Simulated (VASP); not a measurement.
Wanted: the native input for a VASP 6.6.1 run.

```yaml
Task: single point
Functional: PBEsol
Potentials_or_basis: VASP PAW PBE potentials, release 64 (B, P)
Cutoff: 500 eV
k_mesh: 8 × 8 × 8
Occupations: gaussian, width 0.02 eV
Spin: no spin polarisation
Dipole_correction: no
Further_INCAR_settings: ALGO = Normal; EDIFF = 1e-06; NBANDS = 11
```

The structure of BP (kn) lies in POSCAR:

```
BP
1.0
    0.0000000000      2.2600812729      2.2600812729
    2.2600812729      0.0000000000      2.2600812729
    2.2600812729      2.2600812729      0.0000000000
B P
1 1
Direct
    0.0000000000      0.0000000000      0.0000000000
    0.7500000000      0.7500000000      0.7500000000
```

The input as run:

INCAR

```
SYSTEM = BP
ALGO = Normal
EDIFF = 1E-6
ENCUT = 500
GGA = PS
GGA_COMPAT = .FALSE.
ISIF = 2
ISMEAR = 0
LASPH = .TRUE.
LCHARG = .FALSE.
LREAL = .FALSE.
LWAVE = .FALSE.
NBANDS = 11
NELM = 120
PREC = Accurate
SIGMA = 0.02
```

KPOINTS

```
k-points
0
G
  8 8 8
  0 0 0
```

Potentials or basis: VASP PAW PBE potentials, release 64 (B, P).

Launch:

```sh
$ cat potpaw_PBE.64/B/POTCAR potpaw_PBE.64/P/POTCAR > POTCAR
$ mpirun -np 1 vasp_std > vasp.out
```

Results of the run:

```
Pressure               : 0.1 GPa
Band gap on the k mesh : 1.15 eV, indirect (least direct gap 3.37 eV)
```

Caveat: the PAW data sets were made with another functional, which shifts forces and pressure a little.

Run time: 12 s on 1 thread of AMD EPYC 7R13, on a shared host, peak memory 0.1 GiB.
